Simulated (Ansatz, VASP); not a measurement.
**CuCl2 in VASP and in Ansatz**

POSCAR

```
CuCl2
1.0
    0.0000000000      3.0438866400      3.0438866400
    3.0438866400      0.0000000000      3.0438866400
    3.0438866400      3.0438866400      0.0000000000
Cu Cl
1 2
Direct
    0.0000000000      0.0000000000      0.0000000000
    0.2500000000      0.2500000000      0.2500000000
    0.7500000000      0.7500000000      0.7500000000
```

INCAR.step1

```
PREC     = Accurate       # precision mode
ENCUT    = 520            # plane-wave cutoff, eV
ISMEAR   = 0              # smearing method
SIGMA    = 0.05           # smearing width, eV
LREAL    = False          # projectors in reciprocal space
LASPH    = True           # aspherical terms in the spheres
NELM     = 150            # most SCF steps
ISPIN    = 2              # spin polarisation
MAGMOM   = 1 0 0          # initial moments
LMAXMIX  = 4              # l up to which the mixer works
LDAU     = True           # DFT+U
LDAUTYPE = 2            
LDAUL    = 2 -1           # shell
LDAUU    = 2 0            # U, eV
LDAUJ    = 0 0          
NBANDS   = 24             # bands
GGA      = PE             # functional
ALGO     = Normal         # electronic algorithm
EDIFF    = 1E-4           # SCF threshold, eV
LWAVE    = True           # write WAVECAR
LCHARG   = False          # write CHGCAR
```

INCAR.step2

```
PREC     = Accurate       # precision mode
ENCUT    = 520            # plane-wave cutoff, eV
EDIFF    = 1E-6           # SCF threshold, eV
ISMEAR   = 0              # smearing method
SIGMA    = 0.05           # smearing width, eV
LREAL    = False          # projectors in reciprocal space
LASPH    = True           # aspherical terms in the spheres
NELM     = 150            # most SCF steps
ALGO     = Normal         # electronic algorithm
ISIF     = 2              # what is computed and relaxed
LWAVE    = False          # write WAVECAR
LCHARG   = False          # write CHGCAR
ISPIN    = 2              # spin polarisation
MAGMOM   = 1 0 0          # initial moments
LORBIT   = 11             # projections on sites
LMAXMIX  = 4              # l up to which the mixer works
LDAU     = True           # DFT+U
LDAUTYPE = 2            
LDAUL    = 2 -1           # shell
LDAUU    = 2 0            # U, eV
LDAUJ    = 0 0          
LDAUPRINT= 1            
METAGGA  = R2SCAN         # meta-GGA
LMIXTAU  = True         
NBANDS   = 24             # bands
ISTART   = 1
```

The input KPOINTS:

```
Automatic mesh
0
Gamma
  5 5 5
```

Input for Ansatz:

```yaml
crystal:
  lattice:
    - [0.0, 3.04388664, 3.04388664]
    - [3.04388664, 0.0, 3.04388664]
    - [3.04388664, 3.04388664, 0.0]
  atoms:
    - { symbol: Cu, position: [0.0, 0.0, 0.0], spin: 1.0 }
    - { symbol: Cl, position: [0.25, 0.25, 0.25] }
    - { symbol: Cl, position: [0.75, 0.75, 0.75] }
basis:
  ecutwfc: 500
  ecutrho_ratio: 4
kpoints:
  mp_grid: { grid: [5, 5, 5] }
hamiltonian:
  xc: r2scan
  hubbard: { sites: [{ site: 0, l: d, u_eff: 2.0 }] }
scf:
  occupations: { method: gaussian, width: 0.05 }
  lower_state_search: "off"
  max_iter: 150
output:
  forces: true
  stress: true
  eigenvalues: true
  populations: true
  hubbard: { sites: [{ site: 0, l: d }] }
magnetization:
  spin_polarized: true
```

Alike in both runs: task single point; functional r2SCAN; k mesh 5 × 5 × 5; occupations gaussian, width 0.05 eV; collinear spin; Hubbard terms Cu d U = 2.0 eV.

```csv
,VASP,Ansatz
version,VASP 6.6.1,Ansatz 0.2.0
potentials or method,"VASP PAW PBE potentials, release 64 (Cu, Cl), cutoff 520 eV","scalar-relativistic, plane waves, PAW"
valence electrons in the cell,25,33
```

Ansatz gave:

* gap on the k mesh at the Fermi level (eV): none
* pressure (GPa): 1.5
* net moment per atom (μB): 0.21
* size of the moment on the site where the two differ most (μB): 0.22

Task: Which values does VASP return?

Result: gap on the k mesh at the Fermi level (eV): none; pressure (GPa): 0.8; net moment per atom (μB): 0.00; size of the moment on the site where the two differ most (μB): 0.01.

The net moments are unlike, so the other rows may belong to different states. VASP's potentials were made for PBE, not for r2SCAN. Site moments also hang on the region over which each program counts them. The programs project onto different local orbitals, so the same U acts differently, and such runs can settle in different states. A gap of «none» marks a metal or a gap that the smearing closes. VASP's potentials hold 25 valence electrons a cell and Ansatz's 33, so a difference there can come from the potentials and not from the codes. Ansatz's warnings: filled band counts differ across k points, lower free energy seen, stability check not made.
